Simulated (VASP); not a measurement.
A run of VASP 6.6.1 is set up as follows.

The input INCAR:

```
PREC = Accurate ; ENCUT = 520
EDIFF = 1E-6 ; ISMEAR = 0
SIGMA = 0.01 ; LREAL = Auto
LASPH = True ; NELM = 100
ALGO = Normal ; ISIF = 2
LWAVE = False ; LCHARG = True
GGA = PE ; LELF = True
LVHAR = True ; NBANDS = 46
```

KPOINTS

```
regular mesh
0
Gamma
  4 4 5
```

The input POSCAR:

```
Al7BN8
1.0
    6.1408122563      0.0000000000      0.0000000000
   -3.0704061281      5.3180994138      0.0000000000
    0.0000000000      0.0000000000      4.9025160209
Al B N
7 1 8
Direct
    0.3284017331      0.1715982669      0.4972792592
    0.1650865995      0.8325432997      0.0009285062
    0.3284017331      0.6568034662      0.4972792592
    0.6674567003      0.3349134005      0.0009285062
    0.8431965338      0.1715982669      0.4972792592
    0.6674567003      0.8325432997      0.0009285062
    0.8333333333      0.6666666667      0.5023791599
    0.1666666667      0.3333333333      0.0074659411
    0.1666666667      0.3333333333      0.3344326664
    0.3163746715      0.1836253285      0.8899668998
    0.1688049398      0.8344024699      0.3874223027
    0.3163746715      0.6327493430      0.8899668998
    0.6655975301      0.3311950602      0.3874223027
    0.8672506570      0.1836253285      0.8899668998
    0.6655975301      0.8344024699      0.3874223027
    0.8333333333      0.6666666667      0.8849313291
```

Potentials or basis: VASP PAW PBE potentials, release 64 (Al, B, N).

Run with:

```bash
$ cat potpaw_PBE.64/Al/POTCAR potpaw_PBE.64/B/POTCAR potpaw_PBE.64/N/POTCAR > POTCAR
$ mpirun -np 1 vasp_std > vasp.out
```

Task: Predict the largest force.

Result: 0.026 eV/Å.

Task: What does it give for the band gap on the k mesh?

Result: 3.82 eV.

Forces on the atoms (eV/Å):
```
Al   0.005 -0.003 -0.001
Al   0.000  0.000  0.000
Al   0.000  0.006 -0.001
Al   0.000  0.000  0.000
Al  -0.005 -0.003 -0.001
Al   0.000  0.000  0.000
Al   0.000  0.000  0.001
B    0.000  0.000 -0.008
N    0.000  0.000  0.026
N    0.011 -0.007 -0.006
N    0.000  0.000  0.003
N    0.000  0.013 -0.006
N    0.000  0.000  0.003
N   -0.011 -0.007 -0.006
N    0.000  0.000  0.003
N    0.000  0.000 -0.005
```

A k mesh can miss the band edges.
